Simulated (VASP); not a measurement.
# TaN (Fm-3m) in VASP: a series of runs, part 2 of 2

VASP 6.6.1. Earlier steps stand in the parts before.

## Step 3: Single point, PBEsol (volume scaled by 1.06)

Contents of INCAR:

```
PREC = Accurate
ENCUT = 520
EDIFF = 1E-7
ISMEAR = 0
SIGMA = 0.1
LREAL = F
LASPH = T
NELM = 100
ALGO = Normal
ISIF = 2
LWAVE = F
LCHARG = F
GGA = PS
NBANDS = 15
```

Contents of KPOINTS:

```
regular mesh
0
Gamma
  16 16 16
```

Contents of POSCAR:

```
TaN
1.0
    0.0000000000      2.2307545110      2.2307545110
    2.2307545110      0.0000000000      2.2307545110
    2.2307545110      2.2307545110      0.0000000000
Ta N
1 1
Direct
    0.5000000000      0.5000000000      0.5000000000
    0.0000000000      0.0000000000      0.0000000000
```

Potentials or basis: VASP PAW PBE potentials, release 64 (Ta_pv, N).

Launch:

```console
> cat potpaw_PBE.64/Ta_pv/POTCAR potpaw_PBE.64/N/POTCAR > POTCAR
> mpirun -np 1 vasp_std > vasp.out
```

Wall time 15 s (1 thread of Intel Xeon 6975P-C (Granite Rapids), shared host); peak memory 0.17 GiB.

It converged, with:

* Free energy: -23.1436 eV
* Pressure: -17.5 GPa
* Band gap on the k mesh: zero (band 8 reaches 10.67 eV, above the bottom of band 9 at 6.88 eV)

Levels at points of the mesh, in eV from the Fermi level:
```csv
k point,band 6,band 7,band 8,band 9,band 10,band 11
"(0.00, 0.00, 0.00)",-3.66,-3.66,-2.00,-2.00,-2.00,0.03
"(0.50, 0.00, 0.00)",-7.26,-7.26,1.79,1.79,1.89,3.68
"(0.50, 0.50, 0.00)",-5.19,-4.50,-4.50,1.96,3.34,3.34
```

Caveat: the PAW data sets were made with another functional, which shifts forces and pressure a little; spin-orbit coupling is left out, which moves the levels of the heavy elements.

## Step 4: Single point, PBEsol (volume scaled by 1.10)

Contents of INCAR:

```
SYSTEM = TaN
ALGO = Normal
EDIFF = 1E-6
ENCUT = 520
GGA = PS
ISIF = 2
ISMEAR = 0
LASPH = .TRUE.
LCHARG = .FALSE.
LREAL = .FALSE.
LWAVE = .FALSE.
NBANDS = 15
NELM = 100
PREC = Accurate
SIGMA = 0.1
```

Contents of KPOINTS:

```
k-points
0
G
  16 16 16
  0 0 0
```

Contents of POSCAR:

```
TaN
1.0
    0.0000000000      2.2584685810      2.2584685810
    2.2584685810      0.0000000000      2.2584685810
    2.2584685810      2.2584685810      0.0000000000
Ta N
1 1
Direct
    0.5000000000      0.5000000000      0.5000000000
    0.0000000000      0.0000000000      0.0000000000
```

Potentials or basis: VASP PAW PBE potentials, release 64 (Ta_pv, N).

Launch:

```console
> cat potpaw_PBE.64/Ta_pv/POTCAR potpaw_PBE.64/N/POTCAR > POTCAR
> mpirun -np 1 vasp_std > vasp.out
```

OUTCAR:

```text
SYSTEM = TaN
   EDIFF = 1E-6
   ENCUT = 520
   GGA = PS
   ISIF = 2
   ISMEAR = 0
   LASPH = .TRUE.
   LREAL = .FALSE.
   NELM = 100
   PREC = Accurate

 ion  position               nearest neighbor table
   1  0.500  0.500  0.500-   2 2.26   2 2.26   2 2.26   2 2.26   2 2.26   2 2.26
   2  0.000  0.000  0.000-   1 2.26   1 2.26   1 2.26   1 2.26   1 2.26   1 2.26

  LATTYP: Found a face centered cubic cell.
 ALAT       =     4.5169371620

  Lattice vectors:

 A1 = (   0.0000000000,   2.2584685810,   2.2584685810)
 A2 = (   2.2584685810,   0.0000000000,   2.2584685810)
 A3 = (   2.2584685810,   2.2584685810,   0.0000000000)

Analysis of symmetry for initial positions (statically):
=====================================================================
 Subroutine PRICEL returns:
 Original cell was already a primitive cell.

 Routine SETGRP: Setting up the symmetry group for a
 face centered cubic supercell.

 Subroutine GETGRP returns: Found 48 space group operations
[... 9 lines left out ...]

 Routine SETGRP: Setting up the symmetry group for a
 face centered cubic supercell.

 Subroutine GETGRP returns: Found 48 space group operations
[... 11 lines left out ...]
                                     Primitive cell

  volume of cell :      23.0395

  direct lattice vectors                    reciprocal lattice vectors
     0.000000000  2.258468581  2.258468581    -0.221388955  0.221388955  0.221388955
     2.258468581  0.000000000  2.258468581     0.221388955 -0.221388955  0.221388955
     2.258468581  2.258468581  0.000000000     0.221388955  0.221388955 -0.221388955

  length of vectors
     3.193956897  3.193956897  3.193956897     0.383456919  0.383456919  0.383456919

  position of ions in fractional coordinates (direct lattice)
     0.500000000  0.500000000  0.500000000
     0.000000000  0.000000000  0.000000000

  ion indices of the primitive-cell ions
   primitive index   ion index
                 1           1
                 2           2

----------------------------------------------------------------------------------------
[... 93 lines left out ...]
  Thomas-Fermi vector in A             =   2.567434
   LORBIT       =      0    0 simple, 1 ext, 2 COOP (PROOUT), +10 PAW based schemes
   GGA     = PS    functional components
   LHFCALC =     F    Hartree Fock is set to
   AEXX    =    0.0000 exact exchange contribution
   IVDW    =     0    specifies the selected vdW correction
   LEPSILON=     F    determine dielectric tensor
   LRPA    =     F    only Hartree local field effects (RPA)
 non-spin polarized calculation
 Gauss-broadening in eV      SIGMA  =   0.10
  energy-cutoff  :      520.00
  volume of cell :       23.04
 maximum number of plane-waves:       636
   NGX = 11   NGY = 11   NGZ = 11

 number of electron      16.0000000 magnetization

 Free energy of the ion-electron system (eV)
  ---------------------------------------------------
  ext. energy  EPLUGINS =         0.00000000
  ---------------------------------------------------
  free energy    TOTEN  =       -23.02728102 eV

  energy without entropy =      -23.02109505  energy(sigma->0) =      -23.02418803

 E-fermi :   8.4704     XC(G=0): -13.1526

 val. band max:        8.4699319734   @ k =  -0.3125   0.3750   0.1875
 cond. band min:       8.4768998611   @ k =  -0.4375   0.1875   0.0000
 fundamental gap:      0.0069678877
 Fermi energy:         8.4704048417

 k-point     1 :       0.0000    0.0000    0.0000
  band No.  band energies     occupation
      1     -27.3717      2.00000
      2     -27.3717      2.00000
      3     -27.3717      2.00000
      4      -9.6607      2.00000
      5       4.9223      2.00000
      6       4.9223      2.00000
      7       4.9223      2.00000
      8       6.5711      2.00000
      9       6.5711      2.00000
     10       6.5711      2.00000
     11       8.4934      0.74511
     12       8.4934      0.74511
     13       9.3694      0.00000
     14      17.8274      0.00000
[... 401 lines left out ...]
      2     -27.3883      2.00000
      3     -27.3737      2.00000
      4      -9.4465      2.00000
      5       3.7618      2.00000
      6       4.1125      2.00000
      7       4.4228      2.00000
      8       6.7302      2.00000
      9       6.9294      2.00000
     10       7.1971      2.00000
     11       8.8195      0.00000
     12       9.6560      0.00000
     13      10.2386      0.00000
     14      18.5117      0.00000
     15      20.6663      0.00000

 [... further k-points ...]
[... 5 lines left out ...]
  --------------------------------------------------------------------------------------
  -------------------------------------------------------------------------------------
  Total       -3.8658417     -3.8658417     -3.8658417     -0.0000000      0.0000000      0.0000000
  in kB     -268.8329496   -268.8329496   -268.8329496     -0.0000000      0.0000000      0.0000000
  external PRESSURE =    -268.8329496 kB  Pullay stress =       0.0000000 kB

 VOLUME and BASIS-vectors are now :
 -----------------------------------------------------------------------------
  energy-cutoff  :      520.00
  volume of cell :       23.04
      direct lattice vectors                 reciprocal lattice vectors
     0.000000000  2.258468581  2.258468581    -0.221388955  0.221388955  0.221388955
     2.258468581  0.000000000  2.258468581     0.221388955 -0.221388955  0.221388955
     2.258468581  2.258468581  0.000000000     0.221388955  0.221388955 -0.221388955

 POSITION                                       TOTAL-FORCE (eV/Angst)
 -----------------------------------------------------------------------------------
      2.25847      2.25847      2.25847         0.000000      0.000000     -0.000000
      0.00000      0.00000      0.00000        -0.000000      0.000000      0.000000
 -----------------------------------------------------------------------------------
    total drift:                                0.000000     -0.000000     -0.000000

  FREE ENERGIE OF THE ION-ELECTRON SYSTEM (eV)
  ---------------------------------------------------
  free  energy   TOTEN  =       -23.0272810190 eV

  energy  without entropy=      -23.0210950458  energy(sigma->0) =      -23.02418803
```

Run time: 13 s. Hardware: 1 thread of Intel Xeon 6975P-C (Granite Rapids), shared host; peak memory 0.17 GiB.

What came out:

- Free energy: -23.0273 eV
- Pressure: -26.9 GPa
- Band gap on the k mesh: zero (band 8 reaches 10.15 eV, above the bottom of band 9 at 6.57 eV)

Levels at points of the mesh, in eV from the Fermi level:
```tsv
k point	band 6	band 7	band 8	band 9	band 10	band 11
(0.00, 0.00, 0.00)	-3.55	-3.55	-1.90	-1.90	-1.90	0.02
(0.50, 0.00, 0.00)	-7.00	-7.00	1.68	1.68	1.78	3.57
(0.50, 0.50, 0.00)	-4.95	-4.40	-4.40	1.85	3.14	3.14
```

Caveat: the PAW data sets were made with another functional, which shifts forces and pressure a little; spin-orbit coupling is left out, which moves the levels of the heavy elements.

## Step 5: Single point, PBE (functional PBE, strained)

Contents of INCAR:

```
SYSTEM = TaN
PREC = Accurate ; ENCUT = 520
EDIFF = 1E-7 ; ISMEAR = 0
SIGMA = 0.1 ; LREAL = .FALSE.
LASPH = .TRUE. ; NELM = 100
ALGO = Normal ; ISIF = 2
LWAVE = .FALSE. ; LCHARG = .TRUE.
GGA = PE ; LELF = .TRUE.
LVHAR = .TRUE. ; NBANDS = 15
```

Contents of KPOINTS:

```
Automatic mesh
0
G
  16 16 16
  0 0 0
```

Contents of POSCAR:

```
TaN
1.0
    0.0000000000      2.2304026100      2.2304026100
    2.2304026100      0.0000000000      2.2304026100
    2.2304026100      2.2304026100      0.0000000000
Ta N
1 1
Direct
    0.5000000000      0.5000000000      0.5000000000
    0.0000000000      0.0000000000      0.0000000000
```

Launch:

```console
> cat potpaw_PBE.64/Ta_pv/POTCAR potpaw_PBE.64/N/POTCAR > POTCAR
> mpirun -np 1 vasp_std > vasp.out
```

Run time: 14 s. Hardware: 1 thread of Intel Xeon 6975P-C (Granite Rapids), shared host; peak memory 0.17 GiB.

Results (log left out):

```
Free energy            : -21.8111 eV
Pressure               : -8.4 GPa
Band gap on the k mesh : zero (band 8 reaches 10.84 eV, above the bottom of band 9 at 7.08 eV)
```

Levels at points of the mesh, in eV from the Fermi level:
```
           k point  band 5  band 6  band 7  band 8  band 9  band 10  band 11  band 12
(0.00, 0.00, 0.00)   -3.69   -3.69   -3.69   -1.98   -1.98    -1.98     0.06     0.06
(0.50, 0.00, 0.00)  -10.02   -7.26   -7.26    1.78    1.78     1.87     3.70     7.10
(0.50, 0.50, 0.00)   -6.54   -5.17   -4.53   -4.53    1.99     3.32     3.32     4.11
```

Caveat: the cell differs from its parent crystal (functional PBE, strained); spin-orbit coupling is left out, which moves the levels of the heavy elements.

## Step 6: Summary

```csv
level,cell,gap on the mesh (eV),pressure (GPa)
PBEsol,"a = 3.125 Å, angles 60.0°, 2 atoms",none,-9.0
PBEsol,"a = 3.155 Å, angles 60.0°, 2 atoms",none,-17.5
PBEsol,"a = 3.194 Å, angles 60.0°, 2 atoms",none,-26.9
PBE,"a = 3.154 Å, angles 60.0°, 2 atoms",none,-8.4
```

Alike in all rows: task single point; potentials or basis VASP PAW PBE potentials, release 64 (Ta_pv, N); no spin polarisation; k mesh 16 × 16 × 16; cutoff (eV) 520; smearing gaussian 0.1 eV.

Caveats: spin-orbit coupling is left out, which moves the levels of the heavy elements; the PAW data sets were made with another functional, which shifts forces and pressure a little (some runs).

Absolute energies hang on the potentials; compare differences alone.
